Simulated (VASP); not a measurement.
# Sb: relaxation of shape and atoms at fixed volume with PBE

The system is Sb.

```
Sb
1.0
     4.11836    0.00000    0.00000
    -2.05918    3.56661    0.00000
     0.00000    0.00000    2.42602
Sb
3
Direct
  0.00000 0.00000 0.00000
  0.33333 0.66667 0.50000
  0.66667 0.33333 0.50000
```

```json
{
  "Program": "VASP 6.6.1",
  "Task": "relaxation of shape and atoms at fixed volume",
  "Functional": "PBE",
  "Potentials or basis": "VASP PAW PBE potentials, release 64 (Sb)",
  "Cutoff": "600 eV",
  "k mesh": "7 × 7 × 9",
  "Occupations": "fermi-dirac, width 0.1 eV",
  "Spin": "no spin polarisation",
  "Dipole correction": "no",
  "Further INCAR settings": "ALGO = Normal; EDIFF = 1e-07; IBRION = 2; EDIFFG = -0.005; NSW = 50; ISIF = 4"
}
```

```json
{
  "Energy gained by relaxing": "1.8 meV/atom",
  "Ionic steps": "4",
  "Pressure after relaxing": "355.0 GPa"
}
```

Step by step:
```tsv
step	energy change (eV)	largest force (eV/Å)	pressure (GPa)	volume (Å³)
1	0.0000	0.0000	355.12	35.63
2	0.0126	0.0000	355.07	35.63
3	-0.0055	0.0000	355.00	35.63
4	-0.0055	0.0000	355.01	35.63
```

Final structure:
```cif
data_structure
_symmetry_space_group_name_H-M 'P 1'
_symmetry_Int_Tables_number 1
_cell_length_a 4.1040
_cell_length_b 4.1040
_cell_length_c 2.4430
_cell_angle_alpha 90.000
_cell_angle_beta 90.000
_cell_angle_gamma 120.000
_cell_volume 35.63
loop_
_atom_site_label
_atom_site_type_symbol
_atom_site_fract_x
_atom_site_fract_y
_atom_site_fract_z
_atom_site_occupancy
Sb1 Sb 0.00000 0.00000 0.00000 1
Sb2 Sb 0.33333 0.66667 0.50000 1
Sb3 Sb 0.66667 0.33333 0.50000 1
```

Levels at points of the mesh, in eV from the Fermi level:
```
           k point  band 4  band 5  band 6  band 7  band 8  band 9  band 10  band 11
(0.00, 0.00, 0.00)   -9.39   -9.39   -9.27   -9.22    1.89    7.56     9.66    10.96
```

It took 39 s on 1 thread of Intel(R) Xeon(R) Platinum 8259CL CPU @ 2.50GHz (Skylake/Cascade Lake) (shared host), peak memory 0.17 GiB.

Caveat: the bands computed are all filled at some k points, so no gap is given; spin-orbit coupling is left out, which moves the levels of the heavy elements.
